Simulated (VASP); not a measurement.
Runs of VASP 6.6.1 on Al2O3. The structure is that of space group P-3m1 (No. 164), or close to it. The cells are those of the table. 

```tsv
task	level	cell	cutoff (eV)	gap on the mesh (eV)	pressure (GPa)	relaxed volume (Å³/atom)	largest force (eV/Å)
single point	BLYP+D3(BJ)	a = 2.997, b = 2.997, c = 7.225 Å, angles 90.0, 90.0, 120.0°, 5 atoms	520	2.61	(b)	-	(a)
single point	PBEsol	a = 2.989, b = 2.989, c = 7.972 Å, angles 90.0, 90.0, 120.0°, 5 atoms	520	2.39	0.3	-	0.09
relaxation of cell and atoms	PBEsol+D3(BJ)	relaxed from a = 3.017, b = 3.017, c = 7.575 Å, angles 90.0, 90.0, 120.0°, 5 atoms	600	2.38	0.1	11.15	-
single point	PBEsol+D3(BJ)	a = 2.975, b = 2.975, c = 7.315 Å, angles 90.0, 90.0, 120.0°, 5 atoms	520	2.41	0.3	-	0.09
relaxation of cell and atoms	BLYP+D3(BJ)	relaxed from a = 3.017, b = 3.017, c = 7.575 Å, angles 90.0, 90.0, 120.0°, 5 atoms	600	2.56	-0.1	11.22	0.01
```

Alike in all rows: potentials or basis VASP PAW PBE potentials, release 64 (Al, O); no spin polarisation; k mesh 12 × 12 × 4; smearing gaussian 0.01 eV.

Estimate the missing entries.

(a) 0.11; (b) 0.8.

Caveats: the PAW data sets were made with another functional, which shifts forces and pressure a little.

A k mesh can miss the band edges.
